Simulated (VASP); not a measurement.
# Ag (P6/mmm) in VASP: a series of runs, part 2 of 2

VASP 6.6.1.

## (5) Single point, PBE

This run uses another cell than the first one, of 18.25 Å³/atom, 1.316 times its volume.

The input, INCAR:

```
SYSTEM = Ag
PREC = Accurate
ENCUT = 520
EDIFF = 1E-6
ISMEAR = -1
SIGMA = 0.05
LREAL = .FALSE.
LASPH = .TRUE.
NELM = 100
ALGO = Normal
ISIF = 2
LWAVE = .FALSE.
LCHARG = .FALSE.
GGA = PE
NBANDS = 24
```

The input, KPOINTS:

```
Automatic mesh
0
G
  8 8 11
  0 0 0
```

The input, POSCAR:

```
Ag
1.0
    4.7278906740      0.0000000000      0.0000000000
   -2.3639453370      4.0944734300      0.0000000000
    0.0000000000      0.0000000000      2.8276034994
Ag
3
Direct
    0.0000000000      0.0000000000      0.0000000000
    0.3333333333      0.6666666667      0.5000000000
    0.6666666667      0.3333333333      0.5000000000
```

Potentials or basis: VASP PAW PBE potentials, release 64 (Ag).

Started as:

```console
$ cat potpaw_PBE.64/Ag/POTCAR > POTCAR
$ mpirun -np 1 vasp_std > vasp.out
```

OUTCAR:

```text
SYSTEM = Ag
   PREC = Accurate
   ENCUT = 520
   EDIFF = 1E-6
   ISMEAR = -1
   LREAL = .FALSE.
   LASPH = .TRUE.
   NELM = 100
   ISIF = 2
   GGA = PE

 ion  position               nearest neighbor table
   1  0.000  0.000  0.000-   2 3.07   3 3.07   2 3.07   3 3.07   3 3.07   3 3.07   2 3.07   2 3.07
                             3 3.07   3 3.07   2 3.07   2 3.07
   2  0.333  0.667  0.500-   3 2.73   3 2.73   3 2.73   1 3.07   1 3.07   1 3.07   1 3.07   1 3.07
                             1 3.07
   3  0.667  0.333  0.500-   2 2.73   2 2.73   2 2.73   1 3.07   1 3.07   1 3.07   1 3.07   1 3.07
                             1 3.07

  LATTYP: Found a hexagonal cell.
 ALAT       =     4.7278906740
 C/A-ratio  =     0.5980687149

  Lattice vectors:

 A1 = (   4.7278906740,   0.0000000000,   0.0000000000)
 A2 = (  -2.3639453370,   4.0944734300,   0.0000000000)
 A3 = (   0.0000000000,   0.0000000000,   2.8276034994)

Analysis of symmetry for initial positions (statically):
=====================================================================
 Subroutine PRICEL returns:
 Original cell was already a primitive cell.

 Routine SETGRP: Setting up the symmetry group for a
 hexagonal supercell.

 Subroutine GETGRP returns: Found 24 space group operations
 (whereof 24 operations were pure point group operations)
 out of a pool of 24 trial point group operations.

The static configuration has the point symmetry D_6h.

Analysis of symmetry for dynamics (positions and initial velocities):
=====================================================================
 Subroutine PRICEL returns:
 Original cell was already a primitive cell.

 Routine SETGRP: Setting up the symmetry group for a
 hexagonal supercell.

 Subroutine GETGRP returns: Found 24 space group operations
 (whereof 24 operations were pure point group operations)
 out of a pool of 24 trial point group operations.

The dynamic configuration has the point symmetry D_6h.

 Subroutine INISYM returns: Found 24 space group operations
 (whereof 24 operations are pure point group operations),
 and found     1 'primitive' translations

----------------------------------------------------------------------------------------

                                     Primitive cell

  volume of cell :      54.7374

  direct lattice vectors                    reciprocal lattice vectors
     4.727890674  0.000000000  0.000000000     0.211510813  0.122115825  0.000000000
    -2.363945337  4.094473430  0.000000000     0.000000000  0.244231650  0.000000000
     0.000000000  0.000000000  2.827603499     0.000000000  0.000000000  0.353656374

  length of vectors
     4.727890674  4.727890674  2.827603499     0.244231650  0.244231650  0.353656374

  position of ions in fractional coordinates (direct lattice)
     0.000000000  0.000000000  0.000000000
     0.333333333  0.666666667  0.500000000
     0.666666667  0.333333333  0.500000000

  ion indices of the primitive-cell ions
   primitive index   ion index
                 1           1
                 2           2
                 3           3

----------------------------------------------------------------------------------------

 KPOINTS: Automatic mesh

Automatic generation of k-mesh.
 Grid dimensions read from file:
 generate k-points for:    8    8   11

 Generating k-lattice:

  Cartesian coordinates                     Fractional coordinates (reciprocal lattice)
     0.026438852  0.015264478  0.000000000     0.125000000 -0.000000000  0.000000000
     0.000000000  0.030528956  0.000000000     0.000000000  0.125000000  0.000000000
     0.000000000  0.000000000  0.032150579     0.000000000  0.000000000  0.090909091

  Length of vectors
     0.030528956  0.030528956  0.032150579

  Shift w.r.t. Gamma in fractional coordinates (k-lattice)
     0.000000000  0.000000000  0.000000000

 Subroutine IBZKPT returns following result:
 ===========================================

 Found     60 irreducible k-points:

 Following reciprocal coordinates:
            Coordinates               Weight
  0.000000  0.000000  0.000000      1.000000
  0.125000 -0.000000  0.000000      6.000000
  0.250000 -0.000000  0.000000      6.000000
  0.375000  0.000000  0.000000      6.000000
  0.500000 -0.000000  0.000000      3.000000
  0.125000  0.125000  0.000000      6.000000
[... 16 lines left out ...]
  0.250000 -0.000000  0.181818     12.000000
  0.375000  0.000000  0.181818     12.000000
 [... further k-points ...]
   k-points           NKPTS =     60   k-points in BZ     NKDIM =     60   number of bands    NBANDS=     24
   number of dos      NEDOS =    301   number of ions     NIONS =      3
   total plane-waves  NPLWV =  31104
   dimension x,y,z NGX =    36 NGY =   36 NGZ =   24
   dimension x,y,z NGXF=    72 NGYF=   72 NGZF=   48
   ions per type =               3
   NGX,Y,Z   is equivalent  to a cutoff of  12.66, 12.66, 14.11 a.u.
   NGXF,Y,Z  is equivalent  to a cutoff of  25.32, 25.32, 28.22 a.u.
 SYSTEM =  Ag
   PREC   = accura    normal or accurate (medium, high low for compatibility)
   ISTART =      0    job   : 0-new  1-cont  2-samecut
   ICHARG =      2    charge: 1-file 2-atom 10-const
   ISPIN  =      1    spin polarized calculation?
   LNONCOLLINEAR =      F non collinear calculations
   LSORBIT =      F    spin-orbit coupling
   LASPH  =      T    aspherical Exc in radial PAW
   ENCUT  =  520.0 eV  38.22 Ry    6.18 a.u.   8.79  8.79  5.26*2*pi/ulx,y,z
   NELM   =    100;   NELMIN=  2; NELMDL= -5     # of ELM steps
   EDIFF  = 0.1E-05   stopping-criterion for ELM
   LREAL  =      F    real-space projection
   EDIFFG = 0.1E-04   stopping-criterion for IOM
   NSW    =      0    number of steps for IOM
   IBRION =     -1    ionic relax: 0-MD 1-quasi-New 2-CG
   NFREE  =      0    steps in history (QN), initial steepest desc. (CG)
   ISIF   =      2    stress and relaxation
   ISYM   =      2    0-nonsym 1-usesym 2-fastsym
   POTIM  = 0.5000    time-step for ionic-motion
   TEBEG  =    0.0;   TEEND  =   0.0 temperature during run
   PSTRESS=    0.0 pullay stress
   NELECT =      33.0000    total number of electrons
   NUPDOWN=      -1.0000    fix difference up-down
   EMIN   =  10.00;   EMAX   =-10.00  energy-range for DOS
   EFERMI =   0.00;   METHOD = LEGACY
   ISMEAR =    -1;   SIGMA  =   0.05  broadening in eV -4-tet -1-fermi 0-gaus
   EFERMI_NEDOS =   21; number of points for ismear=-14 and -15
   IALGO  =     38    algorithm
   IMIX   =      4    mixing-type and parameters
     AMIX     =   0.40;   BMIX     =  1.00
     AMIX_MAG =   1.60;   BMIX_MAG =  1.00
  volume/ion in A,a.u.               =      18.25       123.13
  Fermi-wavevector in a.u.,A,eV,Ry     =   1.382987  2.613467 26.023230  1.912653
  Thomas-Fermi vector in A             =   2.507627
   LORBIT       =      0    0 simple, 1 ext, 2 COOP (PROOUT), +10 PAW based schemes
   GGA     = PE    functional components
   LHFCALC =     F    Hartree Fock is set to
   AEXX    =    0.0000 exact exchange contribution
   IVDW    =     0    specifies the selected vdW correction
   LEPSILON=     F    determine dielectric tensor
   LRPA    =     F    only Hartree local field effects (RPA)
 non-spin polarized calculation
  energy-cutoff  :      520.00
  volume of cell :       54.74
 maximum number of plane-waves:      1504
 NGX is ok and might be reduce to    36
   NGX = 17   NGY = 17   NGZ = 11

 number of electron      32.9999993 magnetization

 Free energy of the ion-electron system (eV)
  ---------------------------------------------------
  ext. energy  EPLUGINS =         0.00000000
  ---------------------------------------------------
  free energy    TOTEN  =        -7.96388623 eV

  energy without entropy =       -7.95488604  energy(sigma->0) =       -7.95938614

 E-fermi :   7.6119     XC(G=0): -11.8007

 val. band max:        7.6031276147   @ k =   0.3750   0.2500   0.3636
 cond. band min:       7.6255845798   @ k =   0.2500   0.1250   0.0000
 fundamental gap:      0.0224569651
 Fermi energy:         7.6118993025

 k-point     1 :       0.0000    0.0000    0.0000
  band No.  band energies     occupation
      1       0.2417      2.00000
      2       1.5327      2.00000
      3       2.5157      2.00000
      4       2.6769      2.00000
      5       2.7666      2.00000
      6       2.7666      2.00000
[... 16 lines left out ...]
     23      19.4415      0.00000
     24      24.9099      0.00000
[... 598 lines left out ...]
      2       1.9052      2.00000
      3       2.2828      2.00000
      4       2.2992      2.00000
      5       2.6521      2.00000
      6       2.8217      2.00000
[... 16 lines left out ...]
     23      19.4403      0.00000
     24      20.6038      0.00000

 [... further k-points ...]
[... 5 lines left out ...]
  --------------------------------------------------------------------------------------
  -------------------------------------------------------------------------------------
  Total       -0.0418287     -0.0418287     -0.0371008      0.0000000     -0.0000000      0.0000000
  in kB       -1.2243356     -1.2243356     -1.0859492      0.0000000     -0.0000000      0.0000000
  external PRESSURE =      -1.1782068 kB  Pullay stress =       0.0000000 kB

 VOLUME and BASIS-vectors are now :
 -----------------------------------------------------------------------------
  energy-cutoff  :      520.00
  volume of cell :       54.74
      direct lattice vectors                 reciprocal lattice vectors
     4.727890674  0.000000000  0.000000000     0.211510813  0.122115825  0.000000000
    -2.363945337  4.094473430  0.000000000     0.000000000  0.244231650  0.000000000
     0.000000000  0.000000000  2.827603499     0.000000000  0.000000000  0.353656374

 POSITION                                       TOTAL-FORCE (eV/Angst)
 -----------------------------------------------------------------------------------
      0.00000      0.00000      0.00000         0.000000     -0.000000     -0.000000
     -0.00000      2.72965      1.41380         0.000000      0.000000      0.000000
      2.36395      1.36482      1.41380        -0.000000      0.000000     -0.000000
 -----------------------------------------------------------------------------------
    total drift:                                0.000000      0.000000     -0.000000

  FREE ENERGIE OF THE ION-ELECTRON SYSTEM (eV)
  ---------------------------------------------------
  free  energy   TOTEN  =        -7.9638862335 eV

  energy  without entropy=       -7.9548860372  energy(sigma->0) =       -7.95938614
```

It took 36 s on 1 thread of Intel Xeon 6975P-C (Granite Rapids), shared host; peak memory 0.21 GiB.

What came out:

| Quantity | Value |
| --- | --- |
| Free energy | -7.9639 eV |
| Pressure | -0.1 GPa |

## (6) Overview

```csv
cell,gap on the mesh (eV),pressure (GPa)
"a = 4.315, b = 4.315, c = 2.580 Å, angles 90.0, 90.0, 120.0°, 3 atoms",none,51.1
"a = 4.598, b = 4.598, c = 2.750 Å, angles 90.0, 90.0, 120.0°, 3 atoms",none,9.0
"a = 4.728, b = 4.728, c = 2.828 Å, angles 90.0, 90.0, 120.0°, 3 atoms",none,-0.1
```

Alike in all rows: task single point; level PBE; potentials or basis VASP PAW PBE potentials, release 64 (Ag); no spin polarisation; k mesh 8 × 8 × 11; cutoff (eV) 520; smearing fermi-dirac 0.05 eV.

Absolute energies hang on the potentials; compare differences alone.
